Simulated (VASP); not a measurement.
Crystal: Ni.

```
Ni
1.0
     0.00000    1.76726    1.76726
     1.76726    0.00000    1.76726
     1.76726    1.76726    0.00000
Ni
1
Cartesian
  0.0000 0.0000 0.0000
```

Base run:

* Program: VASP 6.6.1
* Functional: LDA
* Potentials or basis: VASP PAW LDA potentials, release 64 (Ni)
* Cutoff: 520 eV
* k mesh: 15 × 15 × 15
* Occupations: fermi-dirac, width 0.1 eV
* Spin: collinear spin, ferromagnetic start
* Starting moments: [0.7] μB
* Fixed moment: 0.7 μB

Its results: pressure -18.3 GPa; site moments Ni +0.70 μB.

Problem. After a change of settings the same cell gave: pressure -19.1 GPa; site moments Ni +0.48 μB. Which change was it?
A. fixed moment from 0.7 μB to 1.17 μB; moments at the start from [0.7] to [1.17]
B. fixed moment from 0.7 μB to 0.47 μB; moments at the start from [0.7] to [0.47]
C. fixed moment from 0.7 μB to 1.41 μB; moments at the start from [0.7] to [1.41]
D. fixed moment from 0.7 μB to 0.94 μB; moments at the start from [0.7] to [0.94]

Solution. B.

Caveats: the cell stands under tension; the total moment is fixed, so each spin has its own Fermi level.
